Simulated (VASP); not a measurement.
Write the native input for VASP 6.6.1 that does the following.

* Task: single point
* Functional: LDA
* Potentials or basis: VASP PAW LDA potentials, release 64 (Si, Ge_d)
* Cutoff: 520 eV
* k mesh: 12 × 12 × 6
* Occupations: gaussian, width 0.02 eV
* Spin: no spin polarisation
* Dipole correction: no
* Further INCAR settings: ALGO = Normal; EDIFF = 1e-06; NBANDS = 26

The structure of SiGe lies in POSCAR:

```
SiGe
1.0
    3.8697870145      0.0000000000      0.0000000000
   -1.9348935072      3.3513338617      0.0000000000
    0.0000000000      0.0000000000      6.3951870217
Si Ge
2 2
Direct
    0.6666666667      0.3333333333      0.8745043046
    0.3333333333      0.6666666667      0.3745043046
    0.6666666667      0.3333333333      0.5004946954
    0.3333333333      0.6666666667      0.0004946954
```

These files were run (other wordings do the same):

INCAR

```
PREC = Accurate ; ENCUT = 520
EDIFF = 1E-6 ; ISMEAR = 0
SIGMA = 0.02 ; LREAL = F
LASPH = T ; NELM = 100
ALGO = Normal ; ISIF = 2
LWAVE = F ; LCHARG = F
GGA = CA ; NBANDS = 26
```

KPOINTS

```
Automatic mesh
0
Gamma
  12 12 6
```

Potentials or basis: VASP PAW LDA potentials, release 64 (Si, Ge_d).

Command:

```console
$ cat potpaw_LDA.64/Si/POTCAR potpaw_LDA.64/Ge_d/POTCAR > POTCAR
$ mpirun -np 1 vasp_std > vasp.out
```

It gave:

```yaml
Pressure: 0.1 GPa
Band_gap_on_the_k_mesh: 0.32 eV, indirect (least direct gap 0.44 eV)
```

It took 99 s on 1 thread of Intel(R) Xeon(R) Platinum 8259CL CPU @ 2.50GHz (Skylake/Cascade Lake), with other jobs on the host, peak memory 0.26 GiB.
